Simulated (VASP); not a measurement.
## AgI: single point with HSE06

Crystal: AgI.

```
Ag I
1.0
     4.65087    0.00000    0.00000
    -2.32544    4.02777    0.00000
     0.00000    0.00000    7.59930
Ag I
2 2
Cartesian
  0.0000 2.6852 0.0000
  2.3254 1.3426 3.7997
  0.0000 2.6852 2.8497
  2.3254 1.3426 6.6493
```

```json
{
  "Program": "VASP 6.6.1",
  "Task": "single point",
  "Functional": "HSE06",
  "Potentials or basis": "VASP PAW PBE potentials, release 64 (Ag, I)",
  "Cutoff": "400 eV",
  "k mesh": "6 × 6 × 2",
  "Occupations": "fermi-dirac, width 0.2 eV",
  "Spin": "no spin polarisation",
  "Dipole correction": "no",
  "Grid for exact exchange (PRECFOCK)": "Normal",
  "Further INCAR settings": "ALGO = Normal; EDIFF = 1e-06; NBANDS = 26",
  "Screening parameter": "0.2079 1/Å"
}
```

```yaml
Pressure: 0.3 GPa
Band_gap_on_the_k_mesh: 2.51 eV, direct
```

Levels at points of the mesh, in eV from the valence-band top:
| k point | band 16 | band 17 | band 18 | band 19 | band 20 | band 21 |
| --- | --- | --- | --- | --- | --- | --- |
| (0.00, 0.00, 0.00) | -0.06 | 0.00 | 0.00 | 2.51 | 3.83 | 6.99 |
| (0.50, 0.00, 0.00) | -1.79 | -1.04 | -0.71 | 4.52 | 4.75 | 5.89 |
| (0.00, 0.00, 0.50) | -0.36 | -0.36 | -0.36 | 3.81 | 3.81 | 6.79 |
| (0.50, 0.00, 0.50) | -1.25 | -1.23 | -1.23 | 4.42 | 4.42 | 6.03 |

Run time: 17 min on 4 MPI ranks on AMD EPYC 7R13 Processor (Zen 3), on a shared host, peak memory 0.33 GiB a rank.

Caveat: the PAW data sets were made with another functional, which shifts forces and pressure a little; spin-orbit coupling is left out, which moves the levels of the heavy elements.
